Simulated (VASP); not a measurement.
# BiTe (Fm-3m) in VASP: further runs

The runs below take BiTe through single point, with r2SCAN.

Everything below comes from runs of VASP 6.6.1. Logs are shortened: lines on timing, memory, paths and dates and some standing lists are left out, and cuts for length are marked.

## (1) The cell of the first run

The structure is cubic, space group Fm-3m (No. 225). The conventional cell has a = 5.988 Å, b = 5.988 Å, c = 5.988 Å, α = 90.00°, β = 90.00°, γ = 90.00°. Within 3.9 Å of Bi (site symmetry m-3m) lie 6 Te at 2.99 Å. Te (site symmetry m-3m) has 6 Bi at 2.99 Å within 3.9 Å.

## (2) Single point, r2SCAN

Contents of POSCAR:

```
BiTe
1.0
    0.0000000000      2.9938912497      2.9938912497
    2.9938912497      0.0000000000      2.9938912497
    2.9938912497      2.9938912497      0.0000000000
Bi Te
1 1
Direct
    0.0000000000      0.0000000000      0.0000000000
    0.5000000000      0.5000000000      0.5000000000
```

Contents of INCAR.step1:

```
SYSTEM = BiTe
PREC = Accurate ; ENCUT = 520
ISMEAR = -1 ; SIGMA = 0.05
LREAL = .FALSE. ; LASPH = .TRUE.
NELM = 100 ; NBANDS = 18
GGA = PE ; ALGO = Normal
EDIFF = 1E-4 ; LWAVE = .TRUE.
LCHARG = .FALSE.
```

Contents of INCAR.step2:

```
SYSTEM = BiTe
PREC = Accurate ; ENCUT = 520
EDIFF = 1E-6 ; ISMEAR = -1
SIGMA = 0.05 ; LREAL = .FALSE.
LASPH = .TRUE. ; NELM = 100
ALGO = Normal ; ISIF = 2
LWAVE = .FALSE. ; LCHARG = .TRUE.
METAGGA = R2SCAN ; LMIXTAU = .TRUE.
LELF = .TRUE. ; LVHAR = .TRUE.
NBANDS = 18 ; ISTART = 1
```

Contents of KPOINTS:

```
Automatic mesh
0
G
  7 7 7
  0 0 0
```

Potentials or basis: VASP PAW PBE potentials, release 64 (Bi_d, Te).

Launch:

```bash
> cat potpaw_PBE.64/Bi_d/POTCAR potpaw_PBE.64/Te/POTCAR > POTCAR
> cp INCAR.step1 INCAR
> mpirun -np 1 vasp_std > vasp.out
> cp INCAR.step2 INCAR
> mpirun -np 1 vasp_std > vasp.out
```

OUTCAR:

```text
SYSTEM = BiTe
   PREC = Accurate
   ENCUT = 520
   EDIFF = 1E-6
   ISMEAR = -1
   LREAL = .FALSE.
   LASPH = .TRUE.
   NELM = 100
   ISIF = 2
   METAGGA = R2SCAN
   ISTART = 1

 ion  position               nearest neighbor table
   1  0.000  0.000  0.000-   2 2.99   2 2.99   2 2.99   2 2.99   2 2.99   2 2.99
   2  0.500  0.500  0.500-   1 2.99   1 2.99   1 2.99   1 2.99   1 2.99   1 2.99

  LATTYP: Found a face centered cubic cell.
 ALAT       =     5.9877824994

  Lattice vectors:

 A1 = (   0.0000000000,   2.9938912497,   2.9938912497)
 A2 = (   2.9938912497,   0.0000000000,   2.9938912497)
 A3 = (   2.9938912497,   2.9938912497,   0.0000000000)

Analysis of symmetry for initial positions (statically):
=====================================================================
 Subroutine PRICEL returns:
 Original cell was already a primitive cell.

 Routine SETGRP: Setting up the symmetry group for a
 face centered cubic supercell.

 Subroutine GETGRP returns: Found 48 space group operations
 (whereof 48 operations were pure point group operations)
 out of a pool of 48 trial point group operations.

The static configuration has the point symmetry O_h .

Analysis of symmetry for dynamics (positions and initial velocities):
=====================================================================
 Subroutine PRICEL returns:
 Original cell was already a primitive cell.

 Routine SETGRP: Setting up the symmetry group for a
 face centered cubic supercell.

 Subroutine GETGRP returns: Found 48 space group operations
 (whereof 48 operations were pure point group operations)
 out of a pool of 48 trial point group operations.

The dynamic configuration has the point symmetry O_h .

 Subroutine INISYM returns: Found 48 space group operations
 (whereof 48 operations are pure point group operations),
 and found     1 'primitive' translations

----------------------------------------------------------------------------------------

                                     Primitive cell

  volume of cell :      53.6708

  direct lattice vectors                    reciprocal lattice vectors
     0.000000000  2.993891250  2.993891250    -0.167006734  0.167006734  0.167006734
     2.993891250  0.000000000  2.993891250     0.167006734 -0.167006734  0.167006734
     2.993891250  2.993891250  0.000000000     0.167006734  0.167006734 -0.167006734

  length of vectors
     4.234001610  4.234001610  4.234001610     0.289264149  0.289264149  0.289264149

  position of ions in fractional coordinates (direct lattice)
     0.000000000  0.000000000  0.000000000
     0.500000000  0.500000000  0.500000000

  ion indices of the primitive-cell ions
   primitive index   ion index
                 1           1
                 2           2

----------------------------------------------------------------------------------------

 KPOINTS: Automatic mesh

Automatic generation of k-mesh.
 Grid dimensions read from file:
 generate k-points for:    7    7    7

 Generating k-lattice:

  Cartesian coordinates                     Fractional coordinates (reciprocal lattice)
    -0.023858105  0.023858105  0.023858105     0.142857143  0.000000000  0.000000000
     0.023858105 -0.023858105  0.023858105     0.000000000  0.142857143  0.000000000
     0.023858105  0.023858105 -0.023858105     0.000000000  0.000000000  0.142857143

  Length of vectors
     0.041323450  0.041323450  0.041323450

  Shift w.r.t. Gamma in fractional coordinates (k-lattice)
     0.000000000  0.000000000  0.000000000

 Subroutine IBZKPT returns following result:
 ===========================================

 Found     20 irreducible k-points:

 Following reciprocal coordinates:
            Coordinates               Weight
  0.000000  0.000000  0.000000      1.000000
  0.142857  0.000000  0.000000      8.000000
  0.285714  0.000000  0.000000      8.000000
  0.428571  0.000000  0.000000      8.000000
  0.142857  0.142857  0.000000      6.000000
  0.285714  0.142857  0.000000     24.000000
[... 12 lines left out ...]
 -0.428571  0.428571  0.142857     24.000000
 -0.285714  0.428571  0.142857     24.000000
   k-points           NKPTS =     20   k-points in BZ     NKDIM =     20   number of bands    NBANDS=     18
   number of dos      NEDOS =    301   number of ions     NIONS =      2
   total plane-waves  NPLWV =  32768
   dimension x,y,z NGX =    32 NGY =   32 NGZ =   32
   dimension x,y,z NGXF=    64 NGYF=   64 NGZF=   64
   ions per type =               1   1
   NGX,Y,Z   is equivalent  to a cutoff of  12.56, 12.56, 12.56 a.u.
   NGXF,Y,Z  is equivalent  to a cutoff of  25.13, 25.13, 25.13 a.u.
 SYSTEM =  BiTe
   PREC   = accura    normal or accurate (medium, high low for compatibility)
   ISTART =      1    job   : 0-new  1-cont  2-samecut
   ICHARG =      0    charge: 1-file 2-atom 10-const
   ISPIN  =      1    spin polarized calculation?
   LNONCOLLINEAR =      F non collinear calculations
[... 90 lines left out ...]
[... 10 lines left out ...]
     17      20.9907      0.00000
     18      21.0231      0.00000

 k-point     4 :       0.4286    0.0000    0.0000
  band No.  band energies     occupation
      1     -14.3507      2.00000
      2     -14.3507      2.00000
      3     -14.3039      2.00000
      4     -14.2887      2.00000
      5     -14.2887      2.00000
      6      -4.1090      2.00000
[... 10 lines left out ...]
     17      20.0391      0.00000
     18      20.8839      0.00000

 k-point     5 :       0.1429    0.1429    0.0000
  band No.  band energies     occupation
      1     -14.3436      2.00000
      2     -14.3312      2.00000
      3     -14.3092      2.00000
      4     -14.3015      2.00000
      5     -14.3015      2.00000
      6      -5.9977      2.00000
[... 10 lines left out ...]
     17      17.2304      0.00000
     18      17.7710      0.00000

 k-point     6 :       0.2857    0.1429    0.0000
  band No.  band energies     occupation
      1     -14.3533      2.00000
      2     -14.3333      2.00000
      3     -14.3087      2.00000
      4     -14.2959      2.00000
      5     -14.2940      2.00000
      6      -5.4154      2.00000
[... 10 lines left out ...]
     17      18.8459      0.00000
     18      19.2674      0.00000

 k-point     7 :       0.4286    0.1429    0.0000
  band No.  band energies     occupation
      1     -14.3590      2.00000
      2     -14.3414      2.00000
      3     -14.3045      2.00000
      4     -14.2915      2.00000
      5     -14.2869      2.00000
      6      -4.3674      2.00000
[... 10 lines left out ...]
     17      19.8094      0.00000
     18      20.5341      0.00000

 k-point     8 :      -0.4286    0.1429    0.0000
  band No.  band energies     occupation
      1     -14.3564      2.00000
      2     -14.3481      2.00000
      3     -14.3012      2.00000
      4     -14.2900      2.00000
      5     -14.2869      2.00000
      6      -3.4760      2.00000
[... 10 lines left out ...]
     17      20.4972      0.00000
     18      21.4230      0.00000
[... 145 lines left out ...]
     17      21.0841      0.00000
     18      21.0842      0.00000

 k-point    16 :      -0.4286    0.4286    0.0000
  band No.  band energies     occupation
      1     -14.3880      2.00000
      2     -14.3248      2.00000
      3     -14.3145      2.00000
      4     -14.2788      2.00000
      5     -14.2773      2.00000
      6      -3.3888      2.00000
[... 10 lines left out ...]
     17      20.6975      0.00000
     18      21.6952      0.00000

 k-point    17 :       0.4286    0.2857    0.1429
  band No.  band energies     occupation
      1     -14.3624      2.00000
      2     -14.3351      2.00000
      3     -14.3077      2.00000
      4     -14.2898      2.00000
      5     -14.2889      2.00000
      6      -4.6967      2.00000
[... 10 lines left out ...]
     17      19.2720      0.00000
     18      19.9501      0.00000

 k-point    18 :      -0.4286    0.2857    0.1429
  band No.  band energies     occupation
      1     -14.3656      2.00000
      2     -14.3408      2.00000
      3     -14.3014      2.00000
      4     -14.2922      2.00000
      5     -14.2830      2.00000
      6      -3.5847      2.00000
[... 10 lines left out ...]
     17      20.1883      0.00000
     18      21.6925      0.00000

 k-point    19 :      -0.4286    0.4286    0.1429
  band No.  band energies     occupation
      1     -14.3808      2.00000
      2     -14.3297      2.00000
      3     -14.3104      2.00000
      4     -14.2850      2.00000
      5     -14.2776      2.00000
      6      -3.4839      2.00000
[... 10 lines left out ...]
     17      20.5845      0.00000
     18      21.4415      0.00000

 k-point    20 :      -0.2857    0.4286    0.1429
  band No.  band energies     occupation
      1     -14.3741      2.00000
      2     -14.3368      2.00000
      3     -14.3015      2.00000
      4     -14.2930      2.00000
      5     -14.2777      2.00000
      6      -2.8547      2.00000
[... 10 lines left out ...]
     17      20.6207      0.00000
     18      21.8456      0.00000

------------------------ aborting loop because EDIFF is reached ----------------------------------------

  FORCE on cell =-STRESS in cart. coord.  units (eV):
  Direction    XX          YY          ZZ          XY          YZ          ZX
  --------------------------------------------------------------------------------------
  -------------------------------------------------------------------------------------
  Total        6.6949932      6.6949932      6.6949932      0.0000000      0.0000000      0.0000000
  in kB      199.8585199    199.8585199    199.8585199      0.0000000      0.0000000      0.0000000
  external PRESSURE =     199.8585199 kB  Pullay stress =       0.0000000 kB

 VOLUME and BASIS-vectors are now :
 -----------------------------------------------------------------------------
  energy-cutoff  :      520.00
  volume of cell :       53.67
      direct lattice vectors                 reciprocal lattice vectors
     0.000000000  2.993891250  2.993891250    -0.167006734  0.167006734  0.167006734
     2.993891250  0.000000000  2.993891250     0.167006734 -0.167006734  0.167006734
     2.993891250  2.993891250  0.000000000     0.167006734  0.167006734 -0.167006734

 POSITION                                       TOTAL-FORCE (eV/Angst)
 -----------------------------------------------------------------------------------
      0.00000      0.00000      0.00000         0.000000      0.000000      0.000000
      2.99389      2.99389      2.99389        -0.000000     -0.000000     -0.000000
 -----------------------------------------------------------------------------------
    total drift:                                0.000000     -0.000000     -0.000000

  FREE ENERGIE OF THE ION-ELECTRON SYSTEM (eV)
  ---------------------------------------------------
  free  energy   TOTEN  =       -83.2978200455 eV

  energy  without entropy=      -83.2874695274  energy(sigma->0) =      -83.29264479
```

Run time: 37 s. Hardware: 1 thread of Intel Xeon Platinum 8488C (Sapphire Rapids), shared host; peak memory 0.19 GiB.

Results:

* Free energy: -83.2978 eV
* Pressure: 20.0 GPa

Caveat: the PAW data sets were made with another functional, which shifts forces and pressure a little; spin-orbit coupling is left out, which moves the levels of the heavy elements.

## (3) Single point, r2SCAN

This run uses another cell than the first one, of 29.39 Å³/atom, 1.095 times its volume.

Contents of POSCAR:

```
BiTe
1.0
    0.0000000000      3.0860400529      3.0860400529
    3.0860400529      0.0000000000      3.0860400529
    3.0860400529      3.0860400529      0.0000000000
Bi Te
1 1
Direct
    0.0000000000      0.0000000000      0.0000000000
    0.5000000000      0.5000000000      0.5000000000
```

Contents of INCAR.step1:

```
PREC = Accurate ; ENCUT = 520
ISMEAR = -1 ; SIGMA = 0.05
LREAL = False ; LASPH = True
NELM = 60 ; NBANDS = 18
GGA = PE ; ALGO = Normal
EDIFF = 1E-4 ; LWAVE = True
LCHARG = False
```

Contents of INCAR.step2:

```
PREC = Accurate ; ENCUT = 520
EDIFF = 1E-6 ; ISMEAR = -1
SIGMA = 0.05 ; LREAL = False
LASPH = True ; NELM = 60
ALGO = Normal ; ISIF = 2
LWAVE = False ; LCHARG = False
METAGGA = R2SCAN ; LMIXTAU = True
NBANDS = 18 ; ISTART = 1
```

Contents of KPOINTS:

```
Automatic mesh
0
Gamma
  7 7 7
```

Potentials or basis: VASP PAW PBE potentials, release 64 (Bi_d, Te).

Launch:

```bash
> cat potpaw_PBE.64/Bi_d/POTCAR potpaw_PBE.64/Te/POTCAR > POTCAR
> cp INCAR.step1 INCAR
> mpirun -np 1 vasp_std > vasp.out
> cp INCAR.step2 INCAR
> mpirun -np 1 vasp_std > vasp.out
```

Run time: 48 s. Hardware: 1 thread of Intel Xeon Platinum 8488C (Sapphire Rapids), shared host; peak memory 0.19 GiB.

It converged, with:

```yaml
Free_energy: -83.7651 eV
Pressure: 10.0 GPa
```

Levels at points of the mesh, in eV from the Fermi level:
| k point | band 6 | band 7 | band 8 | band 9 | band 10 | band 11 | band 12 | band 13 | band 14 | band 15 |
| --- | --- | --- | --- | --- | --- | --- | --- | --- | --- | --- |
| (0.00, 0.00, 0.00) | -15.40 | -7.78 | -3.34 | -3.34 | -3.34 | 2.44 | 2.44 | 2.44 | 4.64 | 4.64 |

Caveat: the PAW data sets were made with another functional, which shifts forces and pressure a little; spin-orbit coupling is left out, which moves the levels of the heavy elements.

## (4) Single point, r2SCAN

This run uses another cell than the first one, of 31.27 Å³/atom, 1.165 times its volume.

Contents of POSCAR:

```
BiTe
1.0
    0.0000000000      3.1505669647      3.1505669647
    3.1505669647      0.0000000000      3.1505669647
    3.1505669647      3.1505669647      0.0000000000
Bi Te
1 1
Direct
    0.0000000000      0.0000000000      0.0000000000
    0.5000000000      0.5000000000      0.5000000000
```

Contents of INCAR.step1:

```
SYSTEM = BiTe
PREC = Accurate
ENCUT = 520
ISMEAR = -1
SIGMA = 0.05
LREAL = .False.
LASPH = .True.
NELM = 80
NBANDS = 18
GGA = PE
ALGO = Normal
EDIFF = 1E-4
LWAVE = .True.
LCHARG = .False.
```

Contents of INCAR.step2:

```
SYSTEM = BiTe
PREC = Accurate
ENCUT = 520
EDIFF = 1E-6
ISMEAR = -1
SIGMA = 0.05
LREAL = .False.
LASPH = .True.
NELM = 80
ALGO = Normal
ISIF = 2
LWAVE = .False.
LCHARG = .False.
METAGGA = R2SCAN
LMIXTAU = .True.
NBANDS = 18
ISTART = 1
```

Contents of KPOINTS:

```
regular mesh
0
Gamma
  7 7 7
  0 0 0
```

Launch:

```bash
> cat potpaw_PBE.64/Bi_d/POTCAR potpaw_PBE.64/Te/POTCAR > POTCAR
> cp INCAR.step1 INCAR
> mpirun -np 1 vasp_std > vasp.out
> cp INCAR.step2 INCAR
> mpirun -np 1 vasp_std > vasp.out
```

Run time: 1.8 min. Hardware: 1 thread of Intel Xeon Platinum 8488C (Sapphire Rapids), shared host; peak memory 0.21 GiB.

It converged, with:

* Free energy: -83.9385 eV
* Pressure: 4.9 GPa

Levels at points of the mesh, in eV from the Fermi level:
```tsv
k point	band 7	band 8	band 9	band 10	band 11	band 12	band 13	band 14
(0.00, 0.00, 0.00)	-8.05	-3.12	-3.12	-3.12	2.34	2.34	2.34	4.78
```

Caveat: the PAW data sets were made with another functional, which shifts forces and pressure a little; spin-orbit coupling is left out, which moves the levels of the heavy elements.

## (5) Single point, r2SCAN

This run uses another cell than the first one, of 32.72 Å³/atom, 1.219 times its volume.

Contents of POSCAR:

```
BiTe
1.0
    0.0000000000      3.1984440450      3.1984440450
    3.1984440450      0.0000000000      3.1984440450
    3.1984440450      3.1984440450      0.0000000000
Bi Te
1 1
Direct
    0.0000000000      0.0000000000      0.0000000000
    0.5000000000      0.5000000000      0.5000000000
```

Contents of INCAR.step1:

```
ALGO     = Normal         # electronic algorithm
EDIFF    = 1E-4           # SCF threshold, eV
ENCUT    = 520            # plane-wave cutoff, eV
GGA      = PE             # functional
ISMEAR   = -1             # smearing method
LASPH    = T              # aspherical terms in the spheres
LCHARG   = F              # write CHGCAR
LREAL    = F              # projectors in reciprocal space
LWAVE    = T              # write WAVECAR
NBANDS   = 18             # bands
NELM     = 80             # most SCF steps
PREC     = Accurate       # precision mode
SIGMA    = 0.05           # smearing width, eV
```

Contents of INCAR.step2:

```
ALGO     = Normal         # electronic algorithm
EDIFF    = 1E-6           # SCF threshold, eV
ENCUT    = 520            # plane-wave cutoff, eV
ISIF     = 2              # what is computed and relaxed
ISMEAR   = -1             # smearing method
ISTART   = 1            
LASPH    = T              # aspherical terms in the spheres
LCHARG   = T              # write CHGCAR
LELF     = T              # ELF
LMIXTAU  = T            
LREAL    = F              # projectors in reciprocal space
LVHAR    = T            
LWAVE    = F              # write WAVECAR
METAGGA  = R2SCAN         # meta-GGA
NBANDS   = 18             # bands
NELM     = 80             # most SCF steps
PREC     = Accurate       # precision mode
SIGMA    = 0.05           # smearing width, eV
```

Contents of KPOINTS:

```
k-points
0
Gamma
  7 7 7
```

Launch:

```bash
> cat potpaw_PBE.64/Bi_d/POTCAR potpaw_PBE.64/Te/POTCAR > POTCAR
> cp INCAR.step1 INCAR
> mpirun -np 1 vasp_std > vasp.out
> cp INCAR.step2 INCAR
> mpirun -np 1 vasp_std > vasp.out
```

Run time: 1.8 min. Hardware: 1 thread of Intel Xeon Platinum 8488C (Sapphire Rapids), shared host; peak memory 0.21 GiB.

The run converged. Its results:

- Free energy: -84.0007 eV
- Pressure: 2.0 GPa

Levels at points of the mesh, in eV from the Fermi level:
```
           k point  band 8  band 9  band 10  band 11  band 12  band 13
(0.00, 0.00, 0.00)   -2.96   -2.96    -2.96     2.26     2.26     2.26
```

Caveat: the PAW data sets were made with another functional, which shifts forces and pressure a little; spin-orbit coupling is left out, which moves the levels of the heavy elements.

## (6) Overview

```tsv
cell	gap on the mesh (eV)	pressure (GPa)
a = 4.234 Å, angles 60.0°, 2 atoms	none	20.0
a = 4.364 Å, angles 60.0°, 2 atoms	none	10.0
a = 4.456 Å, angles 60.0°, 2 atoms	none	4.9
a = 4.523 Å, angles 60.0°, 2 atoms	none	2.0
```

Alike in all rows: task single point; level r2SCAN; potentials or basis VASP PAW PBE potentials, release 64 (Bi_d, Te); no spin polarisation; k mesh 7 × 7 × 7; cutoff (eV) 520; smearing fermi-dirac 0.05 eV.

Caveats: the PAW data sets were made with another functional, which shifts forces and pressure a little; spin-orbit coupling is left out, which moves the levels of the heavy elements.

Absolute energies hang on the potentials; compare differences alone.
